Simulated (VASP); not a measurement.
A run of VASP 6.6.1 is set up as follows.

The input INCAR:

```
SYSTEM = CdTe
ALGO = Normal
EDIFF = 1E-6
ENCUT = 500
GGA = PE
GGA_COMPAT = .False.
ISIF = 2
ISMEAR = 0
LASPH = .True.
LCHARG = .False.
LREAL = .False.
LWAVE = .False.
NBANDS = 16
NELM = 120
PREC = Accurate
SIGMA = 0.01
```

Contents of KPOINTS:

```
k-points
0
Gamma
  4 4 4
  0 0 0
```

POSCAR

```
CdTe
1.0
    0.0000000000      3.2471555647      3.2471555647
    3.2471555647      0.0000000000      3.2471555647
    3.2471555647      3.2471555647      0.0000000000
Cd Te
1 1
Direct
    0.0000000000      0.0000000000      0.0000000000
    0.2500000000      0.2500000000      0.2500000000
```

Potentials or basis: VASP PAW PBE potentials, release 64 (Cd, Te).

Launch:

```sh
$ cat potpaw_PBE.64/Cd/POTCAR potpaw_PBE.64/Te/POTCAR > POTCAR
$ mpirun -np 1 vasp_std > vasp.out
```

Problem. Estimate the band gap on the k mesh.

Solution. 0.74 eV, direct.

Problem. Predict the pressure.

Solution. 2.6 GPa.

Caveat: the cell differs from its parent crystal (strain -1.0%); spin-orbit coupling is left out, which moves the levels of the heavy elements.
